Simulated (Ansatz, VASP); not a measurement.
# SiO2: VASP beside Ansatz

```
Si O
1.0
     5.13102    0.00000    0.00000
     0.00000    5.13102    0.00000
     0.00000    0.00000    7.12832
Si O
4 8
Direct
  0.21440 0.21440 0.00000
  0.28560 0.71440 0.75000
  0.71440 0.28560 0.25000
  0.78560 0.78560 0.50000
  0.57519 0.74408 0.66511
  0.42481 0.25592 0.16511
  0.74408 0.57519 0.33489
  0.24408 0.92481 0.91511
  0.25592 0.42481 0.83489
  0.07519 0.75592 0.58489
  0.92481 0.24408 0.08489
  0.75592 0.07519 0.41511
```

Change from the starting cell: equal strain along all axes, cell held, atoms relaxed: +3.0 %.

Alike in both runs: functional r2SCAN; k mesh 6 × 6 × 4; occupations gaussian, width 0.02 eV; no spin polarisation.

Ansatz relaxed the structure, and its values are those at the end. VASP's run is a single point on that final structure, the one shown.

```csv
,VASP,Ansatz
version,VASP 6.6.1,Ansatz 0.2.0
potentials or method,"VASP PAW PBE potentials, release 64 (Si, O), cutoff 520 eV","scalar-relativistic, plane waves, PAW"
valence electrons in the cell,64,64
```

```tsv
	VASP	Ansatz	Ansatz less VASP
gap on the k mesh at the Fermi level (eV)	6.15	6.16	+0.003
least direct gap on the mesh (eV)	6.15	6.16	+0.003
pressure (GPa)	-1.0	-1.1	-0.14
rms of the force components (eV/Å)	0.009	0.002	-0.0063
```

VASP's potentials were made for PBE, not for r2SCAN. With one functional, cell and mesh, what is left measures potentials, basis and numerics. Ansatz's warnings: stress scf threshold loose.
